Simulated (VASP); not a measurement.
Set up this calculation in VASP 6.6.1, as the native input.

```
Task                   : single point
Functional             : PBEsol
Potentials or basis    : VASP PAW PBE potentials, release 64 (Au)
Cutoff                 : 500 eV
k mesh                 : 11 × 11 × 11
Occupations            : gaussian, width 0.05 eV
Spin                   : no spin polarisation
Dipole correction      : no
Further INCAR settings : ALGO = Normal; EDIFF = 1e-06; NBANDS = 12
```

The structure of Au lies in POSCAR:

```
Au
1.0
   -1.5951160567      1.5951160567      1.5951160567
    1.5951160567     -1.5951160567      1.5951160567
    1.5951160567      1.5951160567     -1.5951160567
Au
1
Direct
    0.0000000000      0.0000000000      0.0000000000
```

This isn't the form of Au at room conditions, which is fcc.

The input as run:

INCAR

```
SYSTEM = Au
ALGO = Normal
EDIFF = 1E-6
ENCUT = 500
GGA = PS
GGA_COMPAT = .False.
ISIF = 2
ISMEAR = 0
LASPH = .True.
LCHARG = .False.
LREAL = .False.
LWAVE = .False.
NBANDS = 12
NELM = 120
PREC = Accurate
SIGMA = 0.05
```

KPOINTS

```
k-points
0
Gamma
  11 11 11
  0 0 0
```

Potentials or basis: VASP PAW PBE potentials, release 64 (Au).

The run is started by

```console
$ cat potpaw_PBE.64/Au/POTCAR > POTCAR
$ mpirun -np 1 vasp_std > vasp.out
```

Results of the run:

The pressure is 9.7 GPa. The band gap on the k mesh is zero (an odd number of electrons rules out a gap without spin polarisation).

Caveat: the cell stands under pressure; the PAW data sets were made with another functional, which shifts forces and pressure a little; spin-orbit coupling is left out, which moves the levels of the heavy elements.

It took 4.9 s on 1 thread of AMD EPYC 9R45 96-Core Processor (Zen 5) (shared host), peak memory 0.1 GiB.
